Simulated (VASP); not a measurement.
# Ga3Sb (Immm) in VASP: a series of runs

Ga3Sb is run at these levels: PBEsol; tasks: single point.

Everything below comes from runs of VASP 6.6.1. Logs are shortened: lines on timing, memory, paths and dates and some standing lists are left out, and cuts for length are marked.

## 1. The cell of the first run

The structure is orthorhombic, space group Immm (No. 71). Conventional cell: a = 3.886 Å, b = 4.631 Å, c = 9.091 Å, α = 90.00°, β = 90.00°, γ = 90.00°. Ga (site symmetry mm2) has 10 Ga at 2.99 to 3.89 Å and 4 Sb at 2.99 to 3.24 Å within 3.9 Å. Within 3.9 Å of Ga (site symmetry mmm) lie 10 Ga at 2.99 to 3.89 Å and 4 Sb at 3.02 Å. Within 3.9 Å of Sb (site symmetry mmm) lie 12 Ga at 2.99 to 3.24 Å and 2 Sb at 3.89 Å.

## 2. Single point, PBEsol (strain +0.0875 x Voigt [1, -1, 0, 0, 0, 0])

Input file INCAR:

```
PREC     = Accurate       # precision mode
ENCUT    = 520            # plane-wave cutoff, eV
EDIFF    = 1E-6           # SCF threshold, eV
ISMEAR   = 0              # smearing method
SIGMA    = 0.15           # smearing width, eV
LREAL    = F              # projectors in reciprocal space
LASPH    = T              # aspherical terms in the spheres
NELM     = 100            # most SCF steps
ALGO     = Fast           # electronic algorithm
ISIF     = 2              # what is computed and relaxed
LWAVE    = F              # write WAVECAR
LCHARG   = T              # write CHGCAR
GGA      = PS             # functional
LELF     = T              # ELF
LVHAR    = T            
NBANDS   = 30             # bands
```

Input file KPOINTS:

```
Automatic mesh
0
Gamma
  16 16 16
```

Input file POSCAR:

```
Ga3Sb
1.0
   -2.3156291093      1.9429991377      4.5452891320
    2.3156291093     -1.9429991377      4.5452891320
    2.3156291093      1.9429991377     -4.5452891320
Ga Sb
3 1
Direct
    0.7500000000      0.2500000000      0.5000000000
    0.2500000000      0.7500000000      0.5000000000
    0.5000000000      0.5000000000      0.0000000000
    0.0000000000      0.0000000000      0.0000000000
```

Potentials or basis: VASP PAW PBE potentials, release 64 (Ga_d, Sb).

Launch:

```sh
$ cat potpaw_PBE.64/Ga_d/POTCAR potpaw_PBE.64/Sb/POTCAR > POTCAR
$ mpirun -np 1 vasp_std > vasp.out
```

OUTCAR:

```text
PREC = Accurate
   ENCUT = 520
   EDIFF = 1E-6
   ISMEAR = 0
   LREAL = F
   LASPH = T
   NELM = 100
   ISIF = 2
   GGA = PS

 ion  position               nearest neighbor table
   1  0.750  0.250  0.500-   4 2.99   4 2.99   4 3.24   4 3.24
   2  0.250  0.750  0.500-   4 2.99   4 2.99   4 3.24   4 3.24
   3  0.500  0.500  0.000-   4 3.02   4 3.02   4 3.02   4 3.02
   4  0.000  0.000  0.000-   1 2.99   2 2.99   1 2.99   2 2.99   3 3.02   3 3.02   3 3.02   3 3.02
                             1 3.24   1 3.24   2 3.24   2 3.24

  LATTYP: Found a body centered orthorhombic cell.
 ALAT       =     3.8859982754
 B/A-ratio  =     1.1917808219
 C/A-ratio  =     2.3393160830

  Lattice vectors:

 A1 = (   2.3156291093,  -1.9429991377,  -4.5452891320)
 A2 = (  -2.3156291093,   1.9429991377,  -4.5452891320)
 A3 = (   2.3156291093,   1.9429991377,   4.5452891320)

Analysis of symmetry for initial positions (statically):
=====================================================================
 Subroutine PRICEL returns:
 Original cell was already a primitive cell.

 Routine SETGRP: Setting up the symmetry group for a
 body centered orthorhombic supercell.

 Subroutine GETGRP returns: Found  8 space group operations
 (whereof  8 operations were pure point group operations)
 out of a pool of  8 trial point group operations.

The static configuration has the point symmetry D_2h.

Analysis of symmetry for dynamics (positions and initial velocities):
=====================================================================
 Subroutine PRICEL returns:
 Original cell was already a primitive cell.

 Routine SETGRP: Setting up the symmetry group for a
 body centered orthorhombic supercell.

 Subroutine GETGRP returns: Found  8 space group operations
 (whereof  8 operations were pure point group operations)
 out of a pool of  8 trial point group operations.

The dynamic configuration has the point symmetry D_2h.

 Subroutine INISYM returns: Found  8 space group operations
 (whereof  8 operations are pure point group operations),
 and found     1 'primitive' translations

----------------------------------------------------------------------------------------

                                     Primitive cell

  volume of cell :      81.8018

  direct lattice vectors                    reciprocal lattice vectors
    -2.315629109  1.942999138  4.545289132     0.000000000  0.257334134  0.110004003
     2.315629109 -1.942999138  4.545289132     0.215924043  0.000000000  0.110004003
     2.315629109  1.942999138 -4.545289132     0.215924043  0.257334134  0.000000000

  length of vectors
     5.458666240  5.458666240  5.458666240     0.279860210  0.242330504  0.335922683

  position of ions in fractional coordinates (direct lattice)
     0.750000000  0.250000000  0.500000000
     0.250000000  0.750000000  0.500000000
     0.500000000  0.500000000  0.000000000
     0.000000000  0.000000000  0.000000000

  ion indices of the primitive-cell ions
   primitive index   ion index
                 1           1
                 2           2
                 3           3
                 4           4

----------------------------------------------------------------------------------------

 KPOINTS: Automatic mesh

Automatic generation of k-mesh.
 Grid dimensions read from file:
 generate k-points for:   16   16   16

 Generating k-lattice:

  Cartesian coordinates                     Fractional coordinates (reciprocal lattice)
     0.000000000  0.016083383  0.006875250     0.062500000  0.000000000  0.000000000
     0.013495253  0.000000000  0.006875250     0.000000000  0.062500000  0.000000000
     0.013495253  0.016083383  0.000000000     0.000000000  0.000000000  0.062500000

  Length of vectors
     0.017491263  0.015145657  0.020995168

  Shift w.r.t. Gamma in fractional coordinates (k-lattice)
     0.000000000  0.000000000  0.000000000

 Subroutine IBZKPT returns following result:
 ===========================================

 Found    621 irreducible k-points:

 Following reciprocal coordinates:
            Coordinates               Weight
  0.000000  0.000000  0.000000      1.000000
  0.062500 -0.000000  0.000000      4.000000
  0.125000 -0.000000  0.000000      4.000000
  0.187500  0.000000 -0.000000      4.000000
  0.250000 -0.000000  0.000000      4.000000
  0.312500  0.000000  0.000000      4.000000
[... 16 lines left out ...]
 -0.187500  0.062500  0.000000      8.000000
 -0.125000  0.062500 -0.000000      8.000000
 [... further k-points ...]
   k-points           NKPTS =    621   k-points in BZ     NKDIM =    621   number of bands    NBANDS=     30
   number of dos      NEDOS =    301   number of ions     NIONS =      4
   total plane-waves  NPLWV =  74088
   dimension x,y,z NGX =    42 NGY =   42 NGZ =   42
   dimension x,y,z NGXF=    84 NGYF=   84 NGZF=   84
   ions per type =               3   1
   NGX,Y,Z   is equivalent  to a cutoff of  12.79, 12.79, 12.79 a.u.
   NGXF,Y,Z  is equivalent  to a cutoff of  25.58, 25.58, 25.58 a.u.
 SYSTEM =  unknown system
   PREC   = accura    normal or accurate (medium, high low for compatibility)
   ISTART =      0    job   : 0-new  1-cont  2-samecut
   ICHARG =      2    charge: 1-file 2-atom 10-const
   ISPIN  =      1    spin polarized calculation?
   LNONCOLLINEAR =      F non collinear calculations
   LSORBIT =      F    spin-orbit coupling
   LASPH  =      T    aspherical Exc in radial PAW
   ENCUT  =  520.0 eV  38.22 Ry    6.18 a.u.  10.15 10.15 10.15*2*pi/ulx,y,z
   NELM   =    100;   NELMIN=  2; NELMDL= -5     # of ELM steps
   EDIFF  = 0.1E-05   stopping-criterion for ELM
   LREAL  =      F    real-space projection
   EDIFFG = 0.1E-04   stopping-criterion for IOM
   NSW    =      0    number of steps for IOM
   IBRION =     -1    ionic relax: 0-MD 1-quasi-New 2-CG
   NFREE  =      0    steps in history (QN), initial steepest desc. (CG)
   ISIF   =      2    stress and relaxation
   ISYM   =      2    0-nonsym 1-usesym 2-fastsym
   POTIM  = 0.5000    time-step for ionic-motion
   TEBEG  =    0.0;   TEEND  =   0.0 temperature during run
   PSTRESS=    0.0 pullay stress
   NELECT =      44.0000    total number of electrons
   NUPDOWN=      -1.0000    fix difference up-down
   EMIN   =  10.00;   EMAX   =-10.00  energy-range for DOS
   EFERMI =   0.00;   METHOD = LEGACY
   ISMEAR =     0;   SIGMA  =   0.15  broadening in eV -4-tet -1-fermi 0-gaus
   EFERMI_NEDOS =   21; number of points for ismear=-14 and -15
   IALGO  =     68    algorithm
   IMIX   =      4    mixing-type and parameters
     AMIX     =   0.40;   BMIX     =  1.00
     AMIX_MAG =   1.60;   BMIX_MAG =  1.00
  volume/ion in A,a.u.               =      20.45       138.01
  Fermi-wavevector in a.u.,A,eV,Ry     =   1.331388  2.515959 24.117611  1.772594
  Thomas-Fermi vector in A             =   2.460403
   LORBIT       =      0    0 simple, 1 ext, 2 COOP (PROOUT), +10 PAW based schemes
   GGA     = PS    functional components
   LHFCALC =     F    Hartree Fock is set to
   AEXX    =    0.0000 exact exchange contribution
   IVDW    =     0    specifies the selected vdW correction
   LEPSILON=     F    determine dielectric tensor
   LRPA    =     F    only Hartree local field effects (RPA)
 non-spin polarized calculation
 RMM-DIIS sequential band-by-band and
 Gauss-broadening in eV      SIGMA  =   0.15
  energy-cutoff  :      520.00
  volume of cell :       81.80
 maximum number of plane-waves:      2223
 NGX is ok and might be reduce to    42
   NGX = 21   NGY = 21   NGZ = 21

 number of electron      44.0000011 magnetization

 Free energy of the ion-electron system (eV)
  ---------------------------------------------------
  ext. energy  EPLUGINS =         0.00000000
  ---------------------------------------------------
  free energy    TOTEN  =       -14.31770214 eV

  energy without entropy =      -14.29935464  energy(sigma->0) =      -14.30852839

 E-fermi :   6.6030     XC(G=0): -10.9783

 val. band max:        6.6007997182   @ k =  -0.0625  -0.1875   0.0625
 cond. band min:       6.6068455178   @ k =   0.5000  -0.2500   0.2500
 fundamental gap:      0.0060457996
 Fermi energy:         6.6029500700

 k-point     1 :       0.0000    0.0000    0.0000
  band No.  band energies     occupation
      1      -8.3263      2.00000
      2      -8.2972      2.00000
      3      -8.2697      2.00000
      4      -8.2583      2.00000
      5      -8.2387      2.00000
      6      -8.2141      2.00000
[... 22 lines left out ...]
     29      14.6066      0.00000
     30      14.7745      0.00000

 k-point     2 :       0.0625   -0.0000    0.0000
  band No.  band energies     occupation
      1      -8.3242      2.00000
      2      -8.2957      2.00000
      3      -8.2696      2.00000
      4      -8.2566      2.00000
      5      -8.2408      2.00000
      6      -8.2243      2.00000
[... 22 lines left out ...]
     29      15.0966      0.00000
     30      15.1533      0.00000

 k-point     3 :       0.1250   -0.0000    0.0000
  band No.  band energies     occupation
      1      -8.3179      2.00000
      2      -8.2935      2.00000
      3      -8.2677      2.00000
      4      -8.2509      2.00000
      5      -8.2458      2.00000
      6      -8.2308      2.00000
[... 22 lines left out ...]
     29      15.5747      0.00000
     30      16.0818      0.00000

 k-point     4 :       0.1875    0.0000   -0.0000
  band No.  band energies     occupation
      1      -8.3078      2.00000
      2      -8.2943      2.00000
      3      -8.2598      2.00000
      4      -8.2516      2.00000
      5      -8.2419      2.00000
      6      -8.2332      2.00000
[... 22 lines left out ...]
     29      14.3671      0.00000
     30      14.9954      0.00000

 k-point     5 :       0.2500   -0.0000    0.0000
  band No.  band energies     occupation
      1      -8.2965      2.00000
      2      -8.2942      2.00000
      3      -8.2568      2.00000
      4      -8.2460      2.00000
      5      -8.2351      2.00000
      6      -8.2281      2.00000
[... 22 lines left out ...]
     29      13.5627      0.00000
     30      13.8445      0.00000
[... 526 lines left out ...]
     29      13.2588      0.00000
     30      13.7512      0.00000

 k-point    22 :      -0.2500    0.0625   -0.0000
  band No.  band energies     occupation
      1      -8.2998      2.00000
      2      -8.2869      2.00000
      3      -8.2527      2.00000
      4      -8.2483      2.00000
      5      -8.2366      2.00000
      6      -8.2239      2.00000
[... 22 lines left out ...]
     29      13.4188      0.00000
     30      14.4888      0.00000

 k-point    23 :      -0.1875    0.0625    0.0000
  band No.  band energies     occupation
      1      -8.3089      2.00000
      2      -8.2871      2.00000
      3      -8.2617      2.00000
      4      -8.2471      2.00000
      5      -8.2397      2.00000
      6      -8.2340      2.00000
[... 22 lines left out ...]
     29      14.2766      0.00000
     30      15.3884      0.00000

 k-point    24 :      -0.1250    0.0625   -0.0000
  band No.  band energies     occupation
      1      -8.3171      2.00000
      2      -8.2890      2.00000
      3      -8.2679      2.00000
      4      -8.2478      2.00000
      5      -8.2421      2.00000
      6      -8.2330      2.00000
[... 22 lines left out ...]
     29      15.4137      0.00000
     30      15.5452      0.00000

 [... further k-points ...]

------------------------ aborting loop because EDIFF is reached ----------------------------------------

  FORCE on cell =-STRESS in cart. coord.  units (eV):
  Direction    XX          YY          ZZ          XY          YZ          ZX
  --------------------------------------------------------------------------------------
  -------------------------------------------------------------------------------------
  Total        0.0816483      0.1412583      0.1131467      0.0000000      0.0000000      0.0000000
  in kB        1.5991700      2.7666961      2.2160991      0.0000000      0.0000000      0.0000000
  external PRESSURE =       2.1939884 kB  Pullay stress =       0.0000000 kB

 VOLUME and BASIS-vectors are now :
 -----------------------------------------------------------------------------
  energy-cutoff  :      520.00
  volume of cell :       81.80
      direct lattice vectors                 reciprocal lattice vectors
    -2.315629109  1.942999138  4.545289132     0.000000000  0.257334134  0.110004003
     2.315629109 -1.942999138  4.545289132     0.215924043  0.000000000  0.110004003
     2.315629109  1.942999138 -4.545289132     0.215924043  0.257334134  0.000000000

 POSITION                                       TOTAL-FORCE (eV/Angst)
 -----------------------------------------------------------------------------------
     -0.00000      1.94300      2.27264         0.000000     -0.000000      0.149534
      2.31563      0.00000      2.27264         0.000000      0.000000     -0.149534
      0.00000      0.00000      4.54529        -0.000000     -0.000000      0.000000
      0.00000      0.00000      0.00000        -0.000000     -0.000000      0.000000
 -----------------------------------------------------------------------------------
    total drift:                               -0.000000      0.000000      0.000000

  FREE ENERGIE OF THE ION-ELECTRON SYSTEM (eV)
  ---------------------------------------------------
  free  energy   TOTEN  =       -14.3177021409 eV

  energy  without entropy=      -14.2993546371  energy(sigma->0) =      -14.30852839
```

Run time: 60 min. Hardware: 1 thread of Oxide Virtual Turin-like, shared host; peak memory 1.2 GiB.

Results:

| Item | Value |
| --- | --- |
| Free energy | -14.3177 eV |
| Pressure | 0.2 GPa |
| Largest force | 0.150 eV/Å |
| Band gap on the k mesh | zero (bands 22 and 23 overlap by 4.16 eV) |

Forces on the atoms (eV/Å):
```
Ga   0.000  0.000  0.150
Ga   0.000  0.000 -0.150
Ga   0.000  0.000  0.000
Sb   0.000  0.000  0.000
```

Caveat: the cell differs from its parent crystal (strain +0.0875 x Voigt [1, -1, 0, 0, 0, 0]); the PAW data sets were made with another functional, which shifts forces and pressure a little; spin-orbit coupling is left out, which moves the levels of the heavy elements.

## 3. Single point, PBEsol (strain -0.0500 x Voigt [1, -1, 0, 0, 0, 0])

Input file INCAR:

```
ALGO     = Fast           # electronic algorithm
EDIFF    = 1E-6           # SCF threshold, eV
ENCUT    = 520            # plane-wave cutoff, eV
GGA      = PS             # functional
ISIF     = 2              # what is computed and relaxed
ISMEAR   = 0              # smearing method
LASPH    = T              # aspherical terms in the spheres
LCHARG   = T              # write CHGCAR
LELF     = T              # ELF
LREAL    = F              # projectors in reciprocal space
LVHAR    = T            
LWAVE    = F              # write WAVECAR
NBANDS   = 30             # bands
NELM     = 60             # most SCF steps
PREC     = Accurate       # precision mode
SIGMA    = 0.15           # smearing width, eV
```

Input file KPOINTS:

```
k-points
0
Gamma
  16 16 16
```

Input file POSCAR:

```
Ga3Sb
1.0
   -2.0228484173      2.2357798297      4.5452891320
    2.0228484173     -2.2357798297      4.5452891320
    2.0228484173      2.2357798297     -4.5452891320
Ga Sb
3 1
Direct
    0.7500000000      0.2500000000      0.5000000000
    0.2500000000      0.7500000000      0.5000000000
    0.5000000000      0.5000000000      0.0000000000
    0.0000000000      0.0000000000      0.0000000000
```

Potentials or basis: VASP PAW PBE potentials, release 64 (Ga_d, Sb).

Launch:

```sh
$ cat potpaw_PBE.64/Ga_d/POTCAR potpaw_PBE.64/Sb/POTCAR > POTCAR
$ mpirun -np 1 vasp_std > vasp.out
```

Run time: 27 min. Hardware: 1 thread of Oxide Virtual Turin-like, shared host; peak memory 1.2 GiB.

The run converged. Its results:

- Free energy: -14.3123 eV
- Pressure: 0.2 GPa
- Largest force: 0.086 eV/Å
- Band gap on the k mesh: zero (bands 22 and 23 overlap by 4.60 eV)

Forces on the atoms (eV/Å):
```
Ga   0.000  0.000 -0.086
Ga   0.000  0.000  0.086
Ga   0.000  0.000  0.000
Sb   0.000  0.000  0.000
```

Stress tensor (GPa, compression positive):
```
0.12 0.00 0.00
0.00 0.06 0.00
0.00 0.00 0.39
```

Levels at points of the mesh, in eV from the Fermi level:
| k point | band 19 | band 20 | band 21 | band 22 | band 23 | band 24 | band 25 | band 26 |
| --- | --- | --- | --- | --- | --- | --- | --- | --- |
| (0.00, 0.00, 0.00) | -3.00 | -2.49 | -2.14 | -1.31 | -1.03 | 0.22 | 1.13 | 1.22 |
| (0.50, 0.00, 0.00) | -5.39 | -0.74 | 0.15 | 0.24 | 0.71 | 1.99 | 3.02 | 3.82 |
| (0.00, 0.50, 0.00) | -4.95 | -1.43 | -1.20 | -0.88 | -0.13 | 1.51 | 2.74 | 2.97 |
| (0.50, 0.50, 0.00) | -5.22 | -5.08 | -4.45 | -0.25 | 0.27 | 0.33 | 1.08 | 6.71 |
| (0.50, 0.50, 0.50) | -3.85 | -2.66 | -2.06 | 2.06 | 2.42 | 3.59 | 4.16 | 4.77 |

Caveat: the cell differs from its parent crystal (strain -0.0500 x Voigt [1, -1, 0, 0, 0, 0]); the PAW data sets were made with another functional, which shifts forces and pressure a little; spin-orbit coupling is left out, which moves the levels of the heavy elements.
